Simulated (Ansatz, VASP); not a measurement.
## Two plane-wave programs on Ti

The input INCAR:

```
PREC = Accurate ; ENCUT = 500
EDIFF = 1E-6 ; ISMEAR = 0
SIGMA = 0.15 ; LREAL = False
LASPH = True ; NELM = 120
ALGO = Normal ; ISIF = 2
LWAVE = False ; LCHARG = False
GGA = PE ; NBANDS = 25
GGA_COMPAT = False
```

Contents of KPOINTS:

```
regular mesh
0
Gamma
  12 12 14
```

Contents of POSCAR:

```
Ti
1.0
    4.6935762499      0.0000000000      0.0000000000
   -2.3467881249      4.0647562670      0.0000000000
    0.0000000000      0.0000000000      2.9025556040
Ti
3
Direct
   -0.0094941117     -0.0189882234      0.0000000000
    0.3380803892      0.6761607784      0.5000000000
    0.6714137225      0.3428274450      0.5000000000
```

Input for Ansatz:

```yaml
crystal:
  lattice:
    - [4.6935762499, 0.0, 0.0]
    - [-2.3467881249, 4.064756267, 0.0]
    - [0.0, 0.0, 2.902555604]
  atoms:
    - { symbol: Ti, position: [-0.0094941117, -0.0189882234, 0.0] }
    - { symbol: Ti, position: [0.3380803892, 0.6761607784, 0.5] }
    - { symbol: Ti, position: [0.6714137225, 0.342827445, 0.5] }
basis:
  ecutwfc: 520.0
kpoints:
  mp_grid: { grid: [12, 12, 14] }
hamiltonian:
  xc: pbe
  pseudopotentials: { kind: paw, azcp: { folder: soft_1 } }
scf:
  occupations: { method: gaussian, width: 0.15 }
output:
  forces: true
  stress: true
  eigenvalues: true
  write_density: true
  write_potential: true
  elf: true
  volumetric_format: npy
```

Change from the starting cell: mode 6 frozen in at -0.075 Å, equal normal strain along x, y and z +0.0250.

Alike in both runs: task single point; functional PBE; k mesh 12 × 12 × 14; occupations gaussian, width 0.15 eV; no spin polarisation.

```csv
,VASP,Ansatz
version,VASP 6.6.1,Ansatz 0.2.0
potentials or method,"VASP PAW PBE potentials, release 64 (Ti_sv), cutoff 500 eV","scalar-relativistic, plane waves, PAW"
valence electrons in the cell,36,36
```

```tsv
	VASP	Ansatz	Ansatz less VASP
gap on the k mesh at the Fermi level (eV)	none	none	-
pressure (GPa)	-7.1	-7.0	+0.15
traceless stress, the component that is largest in VASP (GPa)	-0.50	-0.51	-0.007
rms of the force components (eV/Å)	0.085	0.086	+0.0011
```

Atom by atom the forces differ by 0.001 eV/Å (rms over components). A gap of «none» marks a metal or a gap that the smearing closes. With one functional, cell and mesh, what is left measures potentials, basis and numerics.
